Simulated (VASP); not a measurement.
Crystal: InP.

```
CELL_PARAMETERS angstrom
0.00000 2.93050 2.93050
2.93050 0.00000 2.93050
2.93050 2.93050 0.00000
ATOMIC_POSITIONS crystal
In 0.00000 0.00000 0.00000
P 0.75000 0.75000 0.75000
```

```yaml
Program: VASP 6.6.1
Task: relaxation of cell and atoms
Functional: PBE
Potentials_or_basis: VASP PAW PBE potentials, release 64 (In_d, P)
Cutoff: 600 eV
k_mesh: 8 × 8 × 8
Occupations: fermi-dirac, width 0.05 eV
Spin: no spin polarisation
```

At the start: pressure 3.3 GPa; volume 25.17 Å³/atom.

Question: Where does the relaxation end?

Answer: Over 3 steps the energy falls by 12.6 meV/atom and the volume is 26.44 Å³/atom (+5.1 %); space group F-43m (No. 216, to 0.1 Å) before and after.

The path:
```
step  energy change (eV)  largest force (eV/Å)  pressure (GPa)  volume (Å³)
   1              0.0000                0.0000            3.31        50.33
   2             -0.0191                0.0000           -1.40        54.22
   3             -0.0251                0.0000            0.01        52.88
```

Final structure:
```cif
data_structure
_symmetry_space_group_name_H-M 'P 1'
_symmetry_Int_Tables_number 1
_cell_length_a 4.2131
_cell_length_b 4.2131
_cell_length_c 4.2131
_cell_angle_alpha 60.000
_cell_angle_beta 60.000
_cell_angle_gamma 60.000
_cell_volume 52.88
loop_
_atom_site_label
_atom_site_type_symbol
_atom_site_fract_x
_atom_site_fract_y
_atom_site_fract_z
_atom_site_occupancy
In1 In 0.00000 0.00000 0.00000 1
P1 P 0.75000 0.75000 0.75000 1
```
